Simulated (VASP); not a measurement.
# Ni (P6_3/mmc) in VASP: notebook

Aim: see how the results for Ni move with the level of theory and the settings. Levels: PBEsol, PBEsol+D3(BJ). Tasks: single point.

All numbers are computed with VASP 6.6.1; they aren't measurements. Logs are shortened: lines on timing, memory, paths and dates and some standing lists are left out, and cuts for length are marked.

**1. The cell of the first run**

Symmetry: P6_3/mmc, No. 194, hexagonal system. The conventional cell has a = 2.448 Å, b = 2.448 Å, c = 4.073 Å, α = 90.00°, β = 90.00°, γ = 120.00°. Ni (site symmetry -6m2) has 12 Ni at 2.45 to 2.48 Å within 3.2 Å.

**2. Single point, PBEsol**

Input file INCAR:

```
SYSTEM = Ni
ALGO     = Fast           ! electronic algorithm
EDIFF    = 1E-6           ! SCF threshold, eV
ENCUT    = 520            ! plane-wave cutoff, eV
GGA      = PS             ! functional
ISIF     = 2              ! what is computed and relaxed
ISMEAR   = -1             ! smearing method
LASPH    = .TRUE.         ! aspherical terms in the spheres
LCHARG   = .TRUE.         ! write CHGCAR
LELF     = .TRUE.         ! ELF
LREAL    = .FALSE.        ! projectors in reciprocal space
LVHAR    = .TRUE.       
LWAVE    = .FALSE.        ! write WAVECAR
NBANDS   = 17             ! bands
NELM     = 100            ! most SCF steps
PREC     = Accurate       ! precision mode
SIGMA    = 0.05           ! smearing width, eV
```

Input file KPOINTS:

```
k-points
0
G
  12 12 7
  0 0 0
```

Input file POSCAR:

```
Ni
1.0
    2.4480228978      0.0000000000      0.0000000000
   -1.2240114489      2.1200500186      0.0000000000
    0.0000000000      0.0000000000      4.0728075700
Ni
2
Direct
    0.6666666667      0.3333333333      0.7500000000
    0.3333333333      0.6666666667      0.2500000000
```

Potentials or basis: VASP PAW PBE potentials, release 64 (Ni).

On the command line:

```
$ cat potpaw_PBE.64/Ni/POTCAR > POTCAR
$ mpirun -np 1 vasp_std > vasp.out
```

OUTCAR:

```text
SYSTEM = Ni
   EDIFF = 1E-6
   ENCUT = 520
   GGA = PS
   ISIF = 2
   ISMEAR = -1
   LASPH = .TRUE.
   LREAL = .FALSE.
   NELM = 100
   PREC = Accurate

 ion  position               nearest neighbor table
   1  0.667  0.333  0.750-   2 2.48   2 2.48   2 2.48   2 2.48   2 2.48   2 2.48
   2  0.333  0.667  0.250-   1 2.48   1 2.48   1 2.48   1 2.48   1 2.48   1 2.48

  LATTYP: Found a hexagonal cell.
 ALAT       =     2.4480228978
 C/A-ratio  =     1.6637130207

  Lattice vectors:

 A1 = (   2.4480228978,   0.0000000000,   0.0000000000)
 A2 = (  -1.2240114489,   2.1200500186,   0.0000000000)
 A3 = (   0.0000000000,   0.0000000000,   4.0728075700)

Analysis of symmetry for initial positions (statically):
=====================================================================
 Subroutine PRICEL returns:
 Original cell was already a primitive cell.

 Routine SETGRP: Setting up the symmetry group for a
 hexagonal supercell.

 Subroutine GETGRP returns: Found 24 space group operations
 (whereof 12 operations were pure point group operations)
 out of a pool of 24 trial point group operations.

The static configuration has the point symmetry D_3d.
 The point group associated with its full space group is D_6h.

Analysis of symmetry for dynamics (positions and initial velocities):
=====================================================================
 Subroutine PRICEL returns:
 Original cell was already a primitive cell.

 Routine SETGRP: Setting up the symmetry group for a
 hexagonal supercell.

 Subroutine GETGRP returns: Found 24 space group operations
 (whereof 12 operations were pure point group operations)
 out of a pool of 24 trial point group operations.

The dynamic configuration has the point symmetry D_3d.
 The point group associated with its full space group is D_6h.

 Subroutine INISYM returns: Found 24 space group operations
 (whereof 12 operations are pure point group operations),
 and found     1 'primitive' translations

----------------------------------------------------------------------------------------

                                     Primitive cell

  volume of cell :      21.1376

  direct lattice vectors                    reciprocal lattice vectors
     2.448022898  0.000000000  0.000000000     0.408492911  0.235843492  0.000000000
    -1.224011449  2.120050019  0.000000000     0.000000000  0.471686984  0.000000000
     0.000000000  0.000000000  4.072807570     0.000000000  0.000000000  0.245530873

  length of vectors
     2.448022898  2.448022898  4.072807570     0.471686984  0.471686984  0.245530873

  position of ions in fractional coordinates (direct lattice)
     0.666666667  0.333333333  0.750000000
     0.333333333  0.666666667  0.250000000

  ion indices of the primitive-cell ions
   primitive index   ion index
                 1           1
                 2           2

----------------------------------------------------------------------------------------

 KPOINTS: k-points

Automatic generation of k-mesh.
 Grid dimensions read from file:
 generate k-points for:   12   12    7

 Generating k-lattice:

  Cartesian coordinates                     Fractional coordinates (reciprocal lattice)
     0.034041076  0.019653624  0.000000000     0.083333333 -0.000000000  0.000000000
     0.000000000  0.039307249  0.000000000     0.000000000  0.083333333  0.000000000
     0.000000000  0.000000000  0.035075839     0.000000000  0.000000000  0.142857143

  Length of vectors
     0.039307249  0.039307249  0.035075839

  Shift w.r.t. Gamma in fractional coordinates (k-lattice)
     0.000000000  0.000000000  0.000000000

 Subroutine IBZKPT returns following result:
 ===========================================

 Found     76 irreducible k-points:

 Following reciprocal coordinates:
            Coordinates               Weight
  0.000000  0.000000  0.000000      1.000000
  0.083333  0.000000  0.000000      6.000000
  0.166667 -0.000000  0.000000      6.000000
  0.250000 -0.000000  0.000000      6.000000
  0.333333  0.000000  0.000000      6.000000
  0.416667 -0.000000  0.000000      6.000000
[... 16 lines left out ...]
  0.250000 -0.000000  0.142857     12.000000
  0.333333  0.000000  0.142857     12.000000
 [... further k-points ...]
   k-points           NKPTS =     76   k-points in BZ     NKDIM =     76   number of bands    NBANDS=     17
   number of dos      NEDOS =    301   number of ions     NIONS =      2
   total plane-waves  NPLWV =   9720
   dimension x,y,z NGX =    18 NGY =   18 NGZ =   30
   dimension x,y,z NGXF=    36 NGYF=   36 NGZF=   60
   ions per type =               2
   NGX,Y,Z   is equivalent  to a cutoff of  12.22, 12.22, 12.25 a.u.
   NGXF,Y,Z  is equivalent  to a cutoff of  24.45, 24.45, 24.49 a.u.
 SYSTEM =  Ni
   PREC   = accura    normal or accurate (medium, high low for compatibility)
   ISTART =      0    job   : 0-new  1-cont  2-samecut
   ICHARG =      2    charge: 1-file 2-atom 10-const
   ISPIN  =      1    spin polarized calculation?
   LNONCOLLINEAR =      F non collinear calculations
   LSORBIT =      F    spin-orbit coupling
   LASPH  =      T    aspherical Exc in radial PAW
   ENCUT  =  520.0 eV  38.22 Ry    6.18 a.u.   4.55  4.55  7.57*2*pi/ulx,y,z
   NELM   =    100;   NELMIN=  2; NELMDL= -5     # of ELM steps
   EDIFF  = 0.1E-05   stopping-criterion for ELM
   LREAL  =      F    real-space projection
   EDIFFG = 0.1E-04   stopping-criterion for IOM
   NSW    =      0    number of steps for IOM
   IBRION =     -1    ionic relax: 0-MD 1-quasi-New 2-CG
   NFREE  =      0    steps in history (QN), initial steepest desc. (CG)
   ISIF   =      2    stress and relaxation
   ISYM   =      2    0-nonsym 1-usesym 2-fastsym
   POTIM  = 0.5000    time-step for ionic-motion
   TEBEG  =    0.0;   TEEND  =   0.0 temperature during run
   PSTRESS=    0.0 pullay stress
   NELECT =      20.0000    total number of electrons
   NUPDOWN=      -1.0000    fix difference up-down
   EMIN   =  10.00;   EMAX   =-10.00  energy-range for DOS
   EFERMI =   0.00;   METHOD = LEGACY
   ISMEAR =    -1;   SIGMA  =   0.05  broadening in eV -4-tet -1-fermi 0-gaus
   EFERMI_NEDOS =   21; number of points for ismear=-14 and -15
   IALGO  =     68    algorithm
   IMIX   =      4    mixing-type and parameters
     AMIX     =   0.40;   BMIX     =  1.00
     AMIX_MAG =   1.60;   BMIX_MAG =  1.00
  volume/ion in A,a.u.               =      10.57        71.32
  Fermi-wavevector in a.u.,A,eV,Ry     =   1.607187  3.037143 35.144518  2.583049
  Thomas-Fermi vector in A             =   2.703255
   LORBIT       =      0    0 simple, 1 ext, 2 COOP (PROOUT), +10 PAW based schemes
   GGA     = PS    functional components
   LHFCALC =     F    Hartree Fock is set to
   AEXX    =    0.0000 exact exchange contribution
   IVDW    =     0    specifies the selected vdW correction
   LEPSILON=     F    determine dielectric tensor
   LRPA    =     F    only Hartree local field effects (RPA)
 non-spin polarized calculation
 RMM-DIIS sequential band-by-band and
  energy-cutoff  :      520.00
  volume of cell :       21.14
 maximum number of plane-waves:       586
   NGX =  9   NGY =  9   NGZ = 15

 number of electron      19.9999995 magnetization

 Free energy of the ion-electron system (eV)
  ---------------------------------------------------
  ext. energy  EPLUGINS =         0.00000000
  ---------------------------------------------------
  free energy    TOTEN  =       -12.13829820 eV

  energy without entropy =      -12.07408174  energy(sigma->0) =      -12.10618997

 E-fermi :   9.4290     XC(G=0): -13.6055

 val. band max:        9.4269884657   @ k =   0.3333   0.2500   0.4286
 cond. band min:       9.4360976287   @ k =   0.4167   0.0833   0.0000
 fundamental gap:      0.0091091630
 Fermi energy:         9.4289948544

 k-point     1 :       0.0000    0.0000    0.0000
  band No.  band energies     occupation
      1       0.3341      2.00000
      2       4.7874      2.00000
      3       7.4131      2.00000
      4       7.5503      2.00000
      5       7.5503      2.00000
      6       7.8245      2.00000
[... 9 lines left out ...]
     16      34.9224      0.00000
     17      35.4697      0.00000

 k-point     2 :       0.0833    0.0000    0.0000
  band No.  band energies     occupation
      1       0.5838      2.00000
      2       4.9494      2.00000
      3       7.2862      2.00000
      4       7.6423      2.00000
      5       7.6626      2.00000
      6       7.7686      2.00000
[... 9 lines left out ...]
     16      32.8790      0.00000
     17      35.0410      0.00000

 k-point     3 :       0.1667   -0.0000    0.0000
  band No.  band energies     occupation
      1       1.3111      2.00000
      2       5.3602      2.00000
      3       7.0373      2.00000
      4       7.1324      2.00000
      5       7.5632      2.00000
      6       7.9262      2.00000
[... 9 lines left out ...]
     16      31.8337      0.00000
     17      33.5011      0.00000

 k-point     4 :       0.2500   -0.0000    0.0000
  band No.  band energies     occupation
      1       2.4347      2.00000
      2       5.7279      2.00000
      3       6.4727      2.00000
      4       6.8567      2.00000
      5       7.4296      2.00000
      6       7.9023      2.00000
[... 9 lines left out ...]
     16      29.9144      0.00000
     17      30.3497      0.00000
[... 343 lines left out ...]
      1       1.4982      2.00000
      2       5.2789      2.00000
      3       6.9245      2.00000
      4       7.0646      2.00000
      5       7.5132      2.00000
      6       7.8068      2.00000
[... 9 lines left out ...]
     16      31.3576      0.00000
     17      33.0683      0.00000

 k-point    23 :       0.2500   -0.0000    0.1429
  band No.  band energies     occupation
      1       2.5992      2.00000
      2       5.6991      2.00000
      3       6.3662      2.00000
      4       6.8980      2.00000
      5       7.3492      2.00000
      6       7.8826      2.00000
[... 9 lines left out ...]
     16      28.3974      0.00000
     17      31.4116      0.00000

 k-point    24 :       0.3333    0.0000    0.1429
  band No.  band energies     occupation
      1       3.8520      2.00000
      2       5.6809      2.00000
      3       6.0303      2.00000
      4       6.8230      2.00000
      5       7.4997      2.00000
      6       7.7804      2.00000
[... 9 lines left out ...]
     16      26.7421      0.00000
     17      29.2244      0.00000

 [... further k-points ...]
[... 5 lines left out ...]
  --------------------------------------------------------------------------------------
  -------------------------------------------------------------------------------------
  Total       -0.4555010     -0.4555010     -0.6811558      0.0000000      0.0000000      0.0000000
  in kB      -34.5258531    -34.5258531    -51.6299339      0.0000000      0.0000000      0.0000000
  external PRESSURE =     -40.2272134 kB  Pullay stress =       0.0000000 kB

 VOLUME and BASIS-vectors are now :
 -----------------------------------------------------------------------------
  energy-cutoff  :      520.00
  volume of cell :       21.14
      direct lattice vectors                 reciprocal lattice vectors
     2.448022898  0.000000000  0.000000000     0.408492911  0.235843492  0.000000000
    -1.224011449  2.120050019  0.000000000     0.000000000  0.471686984  0.000000000
     0.000000000  0.000000000  4.072807570     0.000000000  0.000000000  0.245530873

 POSITION                                       TOTAL-FORCE (eV/Angst)
 -----------------------------------------------------------------------------------
      1.22401      0.70668      3.05461         0.000000     -0.000000      0.000000
     -0.00000      1.41337      1.01820        -0.000000      0.000000      0.000000
 -----------------------------------------------------------------------------------
    total drift:                               -0.000000      0.000000     -0.000000

  FREE ENERGIE OF THE ION-ELECTRON SYSTEM (eV)
  ---------------------------------------------------
  free  energy   TOTEN  =       -12.1382982032 eV

  energy  without entropy=      -12.0740817416  energy(sigma->0) =      -12.10618997
```

Wall time 12 s (1 thread of AMD EPYC 9R45 (Zen 5), shared host); peak memory 0.11 GiB.

Results:

```
Free energy            : -12.1383 eV
Pressure               : -4.0 GPa
Band gap on the k mesh : zero (band 10 reaches 9.56 eV, above the bottom of band 11 at 9.07 eV)
```

Stress tensor (GPa, compression positive):
```
-3.45  0.00  0.00
 0.00 -3.45  0.00
 0.00  0.00 -5.16
```

Caveat: the PAW data sets were made with another functional, which shifts forces and pressure a little; the run has no spin polarisation, though such a crystal can be magnetic.

(Part 1 of 2 ends here.)
